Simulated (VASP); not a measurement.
# ErBe (P4_332) in VASP: relaxation of cell and atoms with PBE

Aim: the relaxation of cell and atoms of ErBe with PBE.

Program: VASP 6.6.1. These are calculated values, not measurements. Logs are shortened: lines on timing, memory, paths and dates and some standing lists are left out, and cuts for length are marked.

## 1. The cell of the first run

Symmetry: P4_332, No. 212, cubic system. Conventional cell: a = 5.168 Å, b = 5.168 Å, c = 5.168 Å, α = 90.00°, β = 90.00°, γ = 90.00°. Within 2.4 Å of Er (site symmetry 32) lie 3 Be at 1.83 Å. Be (site symmetry 32) has 3 Er at 1.83 Å within 2.4 Å.

The cell was generated, and may not be a known phase.

## 2. Relaxation of cell and atoms, PBE

Contents of INCAR:

```
SYSTEM = ErBe
  ALGO = Normal
  EDIFF = 1E-7
  EDIFFG = -0.08
  ENCUT = 600
  GGA = PE
  GGA_COMPAT = .False.
  IBRION = 2
  ISIF = 3
  ISMEAR = 0
  LASPH = .True.
  LCHARG = .False.
  LMAXMIX = 6
  LREAL = .False.
  LWAVE = .False.
  NELM = 200
  NELMIN = 4
  NSW = 36
  PREC = Accurate
  SIGMA = 0.2
```

Contents of KPOINTS:

```
k-points
0
Gamma
  3 3 3
  0 0 0
```

Contents of POSCAR:

```
ErBe
1.0
    5.1678502900      0.0000000000      0.0000000000
    0.0000000000      5.1678502900      0.0000000000
    0.0000000000      0.0000000000      5.1678502900
Er Be
4 4
Direct
    0.6250000000      0.6250000000      0.6250000000
    0.8750000000      0.3750000000      0.1250000000
    0.3750000000      0.1250000000      0.8750000000
    0.1250000000      0.8750000000      0.3750000000
    0.1250000000      0.1250000000      0.1250000000
    0.3750000000      0.8750000000      0.6250000000
    0.8750000000      0.6250000000      0.3750000000
    0.6250000000      0.3750000000      0.8750000000
```

Potentials or basis: VASP PAW PBE potentials, release 64 (Er_3, Be), 4f in core.

Launch:

```sh
> cat potpaw_PBE.64/Er_3/POTCAR potpaw_PBE.64/Be/POTCAR > POTCAR
> mpirun -np 1 vasp_std > vasp.out
```

OUTCAR:

```text
SYSTEM = ErBe
   EDIFF = 1E-7
   EDIFFG = -0.08
   ENCUT = 600
   GGA = PE
   IBRION = 2
   ISIF = 3
   ISMEAR = 0
   LASPH = .True.
   LREAL = .False.
   NELM = 200
   NELMIN = 4
   NSW = 36
   PREC = Accurate

 ion  position               nearest neighbor table
   1  0.625  0.625  0.625-   6 1.83   7 1.83   8 1.83   2 3.16   3 3.16   4 3.16   2 3.16   3 3.16
                             4 3.16
   2  0.875  0.375  0.125-   5 1.83   7 1.83   8 1.83   1 3.16   3 3.16   4 3.16   1 3.16   4 3.16
                             3 3.16
   3  0.375  0.125  0.875-   5 1.83   6 1.83   8 1.83   1 3.16   2 3.16   4 3.16   4 3.16   1 3.16
                             2 3.16
   4  0.125  0.875  0.375-   5 1.83   6 1.83   7 1.83   1 3.16   2 3.16   3 3.16   3 3.16   2 3.16
                             1 3.16
   5  0.125  0.125  0.125-   2 1.83   3 1.83   4 1.83
   6  0.375  0.875  0.625-   1 1.83   3 1.83   4 1.83
   7  0.875  0.625  0.375-   1 1.83   2 1.83   4 1.83
   8  0.625  0.375  0.875-   1 1.83   2 1.83   3 1.83

  LATTYP: Found a simple cubic cell.
 ALAT       =     5.1678502900

  Lattice vectors:

 A1 = (   5.1678502900,   0.0000000000,   0.0000000000)
 A2 = (   0.0000000000,   5.1678502900,   0.0000000000)
 A3 = (   0.0000000000,   0.0000000000,   5.1678502900)

Analysis of symmetry for initial positions (statically):
=====================================================================
 Subroutine PRICEL returns:
 Original cell was already a primitive cell.

 Routine SETGRP: Setting up the symmetry group for a
 simple cubic supercell.

 Subroutine GETGRP returns: Found 24 space group operations
 (whereof  3 operations were pure point group operations)
 out of a pool of 48 trial point group operations.

The static configuration has the point symmetry C_3 .
 The point group associated with its full space group is O   .

Analysis of symmetry for dynamics (positions and initial velocities):
=====================================================================
 Subroutine PRICEL returns:
 Original cell was already a primitive cell.

 Routine SETGRP: Setting up the symmetry group for a
 simple cubic supercell.

 Subroutine GETGRP returns: Found 24 space group operations
 (whereof  3 operations were pure point group operations)
 out of a pool of 48 trial point group operations.

The dynamic configuration has the point symmetry C_3 .
 The point group associated with its full space group is O   .

 Subroutine INISYM returns: Found 24 space group operations
 (whereof  3 operations are pure point group operations),
 and found     1 'primitive' translations

----------------------------------------------------------------------------------------

                                     Primitive cell

  volume of cell :     138.0161

  direct lattice vectors                    reciprocal lattice vectors
     5.167850290  0.000000000  0.000000000     0.193504058  0.000000000  0.000000000
     0.000000000  5.167850290  0.000000000     0.000000000  0.193504058  0.000000000
     0.000000000  0.000000000  5.167850290     0.000000000  0.000000000  0.193504058

  length of vectors
     5.167850290  5.167850290  5.167850290     0.193504058  0.193504058  0.193504058

  position of ions in fractional coordinates (direct lattice)
     0.625000000  0.625000000  0.625000000
     0.875000000  0.375000000  0.125000000
     0.375000000  0.125000000  0.875000000
     0.125000000  0.875000000  0.375000000
     0.125000000  0.125000000  0.125000000
     0.375000000  0.875000000  0.625000000
     0.875000000  0.625000000  0.375000000
     0.625000000  0.375000000  0.875000000

  ion indices of the primitive-cell ions
   primitive index   ion index
                 1           1
                 2           2
                 3           3
                 4           4
                 5           5
                 6           6
                 7           7
                 8           8

----------------------------------------------------------------------------------------

 KPOINTS: k-points

Automatic generation of k-mesh.
 Grid dimensions read from file:
 generate k-points for:    3    3    3

 Generating k-lattice:

  Cartesian coordinates                     Fractional coordinates (reciprocal lattice)
     0.064501353  0.000000000  0.000000000     0.333333333  0.000000000  0.000000000
     0.000000000  0.064501353  0.000000000     0.000000000  0.333333333  0.000000000
     0.000000000  0.000000000  0.064501353     0.000000000  0.000000000  0.333333333

  Length of vectors
     0.064501353  0.064501353  0.064501353

  Shift w.r.t. Gamma in fractional coordinates (k-lattice)
     0.000000000  0.000000000  0.000000000

 Subroutine IBZKPT returns following result:
 ===========================================

 Found      4 irreducible k-points:

 Following reciprocal coordinates:
            Coordinates               Weight
  0.000000  0.000000  0.000000      1.000000
  0.333333  0.000000  0.000000      6.000000
  0.333333  0.333333  0.000000     12.000000
  0.333333  0.333333  0.333333      8.000000
   k-points           NKPTS =      4   k-points in BZ     NKDIM =      4   number of bands    NBANDS=     27
   number of dos      NEDOS =    301   number of ions     NIONS =      8
   total plane-waves  NPLWV =  74088
   dimension x,y,z NGX =    42 NGY =   42 NGZ =   42
   dimension x,y,z NGXF=    84 NGYF=   84 NGZF=   84
   ions per type =               4   4
   NGX,Y,Z   is equivalent  to a cutoff of  13.51, 13.51, 13.51 a.u.
   NGXF,Y,Z  is equivalent  to a cutoff of  27.02, 27.02, 27.02 a.u.
 SYSTEM =  ErBe
   PREC   = accura    normal or accurate (medium, high low for compatibility)
   ISTART =      0    job   : 0-new  1-cont  2-samecut
   ICHARG =      2    charge: 1-file 2-atom 10-const
   ISPIN  =      1    spin polarized calculation?
   LNONCOLLINEAR =      F non collinear calculations
   LSORBIT =      F    spin-orbit coupling
   LASPH  =      T    aspherical Exc in radial PAW
   ENCUT  =  600.0 eV  44.10 Ry    6.64 a.u.  10.32 10.32 10.32*2*pi/ulx,y,z
   NELM   =    200;   NELMIN=  4; NELMDL= -5     # of ELM steps
   EDIFF  = 0.1E-06   stopping-criterion for ELM
   LREAL  =      F    real-space projection
   EDIFFG = -.8E-01   stopping-criterion for IOM
   NSW    =     36    number of steps for IOM
   IBRION =      2    ionic relax: 0-MD 1-quasi-New 2-CG
   NFREE  =      1    steps in history (QN), initial steepest desc. (CG)
   ISIF   =      3    stress and relaxation
   ISYM   =      2    0-nonsym 1-usesym 2-fastsym
   POTIM  = 0.5000    time-step for ionic-motion
   TEBEG  =    0.0;   TEEND  =   0.0 temperature during run
   PSTRESS=    0.0 pullay stress
   NELECT =      44.0000    total number of electrons
   NUPDOWN=      -1.0000    fix difference up-down
   EMIN   =  10.00;   EMAX   =-10.00  energy-range for DOS
   EFERMI =   0.00;   METHOD = LEGACY
   ISMEAR =     0;   SIGMA  =   0.20  broadening in eV -4-tet -1-fermi 0-gaus
   EFERMI_NEDOS =   21; number of points for ismear=-14 and -15
   IALGO  =     38    algorithm
   IMIX   =      4    mixing-type and parameters
     AMIX     =   0.40;   BMIX     =  1.00
     AMIX_MAG =   1.60;   BMIX_MAG =  1.00
  volume/ion in A,a.u.               =      17.25       116.42
  Fermi-wavevector in a.u.,A,eV,Ry     =   1.118362  2.113398 17.017268  1.250734
  Thomas-Fermi vector in A             =   2.254993
   LORBIT       =      0    0 simple, 1 ext, 2 COOP (PROOUT), +10 PAW based schemes
   GGA     = PE    functional components
   LHFCALC =     F    Hartree Fock is set to
   AEXX    =    0.0000 exact exchange contribution
   IVDW    =     0    specifies the selected vdW correction
   LEPSILON=     F    determine dielectric tensor
   LRPA    =     F    only Hartree local field effects (RPA)
 conjugate gradient relaxation of ions
 non-spin polarized calculation
 Gauss-broadening in eV      SIGMA  =   0.20
  energy-cutoff  :      600.00
  volume of cell :      138.02
 maximum number of plane-waves:      4625
 NGX is ok and might be reduce to    42
   NGX = 21   NGY = 21   NGZ = 21

--------------------------------------- Ionic step        1  -------------------------------------------

 number of electron      43.9999993 magnetization

 Free energy of the ion-electron system (eV)
  ---------------------------------------------------
  ext. energy  EPLUGINS =         0.00000000
  ---------------------------------------------------
  free energy    TOTEN  =         9.77987705 eV

  energy without entropy =        9.92446296  energy(sigma->0) =        9.85217000

 E-fermi :   3.0157     XC(G=0):  -9.9015

 val. band max:        2.9008645018   @ k =   0.3333   0.3333   0.0000
 cond. band min:       3.0776523807   @ k =   0.0000   0.0000   0.0000
 fundamental gap:      0.1767878789
 Fermi energy:         3.0156646073

 k-point     1 :       0.0000    0.0000    0.0000
  band No.  band energies     occupation
      1     -21.5680      2.00000
      2     -21.5680      2.00000
      3     -21.5680      2.00000
      4     -21.3156      2.00000
      5     -21.3156      2.00000
      6     -21.2746      2.00000
[... 19 lines left out ...]
     26       4.7136      0.00000
     27       4.7136      0.00000
[... 236 lines left out ...]
 POSITION                                       TOTAL-FORCE (eV/Angst)
 -----------------------------------------------------------------------------------
      4.81458      4.81458      4.81458        -0.000000     -0.000000     -0.000000
      6.74041      2.88875      0.96292         0.000000     -0.000000     -0.000000
      2.88875      0.96292      6.74041         0.000000      0.000000      0.000000
      0.96292      6.74041      2.88875        -0.000000     -0.000000     -0.000000
      0.96292      0.96292      0.96292         0.000000     -0.000000      0.000000
      2.88875      6.74041      4.81458         0.000000     -0.000000      0.000000
      6.74041      4.81458      2.88875         0.000000      0.000000     -0.000000
      4.81458      2.88875      6.74041        -0.000000      0.000000      0.000000
 -----------------------------------------------------------------------------------
    total drift:                                0.000000     -0.000000      0.000000

  FREE ENERGIE OF THE ION-ELECTRON SYSTEM (eV)
  ---------------------------------------------------
  free  energy   TOTEN  =       -17.1017689946 eV

  energy  without entropy=      -16.6818040413  energy(sigma->0) =      -16.89178652

--------------------------------------- Ionic step        5  -------------------------------------------

 number of electron      44.0000044 magnetization

 Free energy of the ion-electron system (eV)
  ---------------------------------------------------
  ext. energy  EPLUGINS =         0.00000000
  ---------------------------------------------------
  free energy    TOTEN  =       -17.36824803 eV

  energy without entropy =      -17.02562113  energy(sigma->0) =      -17.19693458

 E-fermi :  -0.6732     XC(G=0):  -6.1920

 val. band max:       -0.7225298539   @ k =   0.3333   0.3333   0.0000
 cond. band min:      -0.6645064922   @ k =   0.3333   0.0000   0.0000
 fundamental gap:      0.0580233617
 Fermi energy:        -0.6731719510

 k-point     1 :       0.0000    0.0000    0.0000
  band No.  band energies     occupation
      1     -26.4045      2.00000
      2     -26.4045      2.00000
      3     -26.4045      2.00000
      4     -26.3949      2.00000
      5     -26.0487      2.00000
      6     -26.0487      2.00000
[... 19 lines left out ...]
     26      -0.3501      0.02236
     27      -0.3501      0.02236
[... 101 lines left out ...]
 VOLUME and BASIS-vectors are now :
 -----------------------------------------------------------------------------
  energy-cutoff  :      600.00
  volume of cell :      404.37
      direct lattice vectors                 reciprocal lattice vectors
     7.394808691  0.000000000 -0.000000000     0.135230003  0.000000000  0.000000000
    -0.000000000  7.394808691  0.000000000     0.000000000  0.135230003  0.000000000
    -0.000000000 -0.000000000  7.394808691     0.000000000  0.000000000  0.135230003

 POSITION                                       TOTAL-FORCE (eV/Angst)
 -----------------------------------------------------------------------------------
      4.62176      4.62176      4.62176         0.000000      0.000000     -0.000000
      6.47046      2.77305      0.92435         0.000000      0.000000      0.000000
      2.77305      0.92435      6.47046        -0.000000     -0.000000     -0.000000
      0.92435      6.47046      2.77305        -0.000000      0.000000     -0.000000
      0.92435      0.92435      0.92435         0.000000     -0.000000      0.000000
      2.77305      6.47046      4.62176         0.000000     -0.000000      0.000000
      6.47046      4.62176      2.77305         0.000000     -0.000000      0.000000
      4.62176      2.77305      6.47046         0.000000     -0.000000      0.000000
 -----------------------------------------------------------------------------------
    total drift:                                0.000000     -0.000000      0.000000

  FREE ENERGIE OF THE ION-ELECTRON SYSTEM (eV)
  ---------------------------------------------------
  free  energy   TOTEN  =       -17.3682480289 eV

  energy  without entropy=      -17.0256211336  energy(sigma->0) =      -17.19693458

 reached required accuracy - stopping structural energy minimisation
```

It took 1.8 min on 1 thread of Intel Xeon 6975P-C (Granite Rapids), shared host; peak memory 0.27 GiB.

What came out:

```yaml
Free_energy: -17.3682 eV
Relaxed_volume: 50.55 Å³/atom
Relaxed_cell: a = 7.395 Å, b = 7.395 Å, c = 7.395 Å, α = 90.00°, β = 90.00°, γ = 90.00°
Space_group_after_relaxing_to_0.1_Å: P4_332 (No. 212)
Energy_gained_by_relaxing: 3393.5 meV/atom
Ionic_steps: 5
Pressure_after_relaxing: -0.2 GPa
```

Step by step:
```tsv
step	energy change (eV)	largest force (eV/Å)	pressure (GPa)	volume (Å³)
1	0.0000	0.0000	64.57	138.02
2	-26.4626	0.0000	3.62	328.69
3	-27.0388	0.0000	1.22	368.39
4	-26.8816	0.0000	-1.34	457.12
5	-27.1481	0.0000	-0.15	404.37
```

Final structure:
```xyz
8
Lattice="7.3948 0.0000 0.0000 0.0000 7.3948 0.0000 0.0000 0.0000 7.3948" Properties=species:S:1:pos:R:3 pbc="T T T"
Er    4.6218    4.6218    4.6218
Er    6.4705    2.7731    0.9244
Er    2.7731    0.9244    6.4705
Er    0.9244    6.4705    2.7731
Be    0.9244    0.9244    0.9244
Be    2.7731    6.4705    4.6218
Be    6.4705    4.6218    2.7731
Be    4.6218    2.7731    6.4705
```

Levels at points of the mesh, in eV from the Fermi level:
| k point | band 18 | band 19 | band 20 | band 21 | band 22 | band 23 | band 24 | band 25 | band 26 | band 27 |
| --- | --- | --- | --- | --- | --- | --- | --- | --- | --- | --- |
| (0.00, 0.00, 0.00) | -0.96 | -0.96 | -0.16 | -0.16 | -0.16 | 0.32 | 0.32 | 0.32 | 0.32 | 0.32 |

Caveat: the k points lie up to 0.28 Å⁻¹ apart in the final cell; the volume moved by over 15 % at a fixed basis, so the end points are rough; the highest band is partly filled, so the run has too few bands; spin-orbit coupling is left out, which moves the levels of the heavy elements; the 4f electrons are frozen in the core, so they carry no moment and show no levels. Spin polarisation is off, so any magnetic state and its effect on volume and gap are missing.
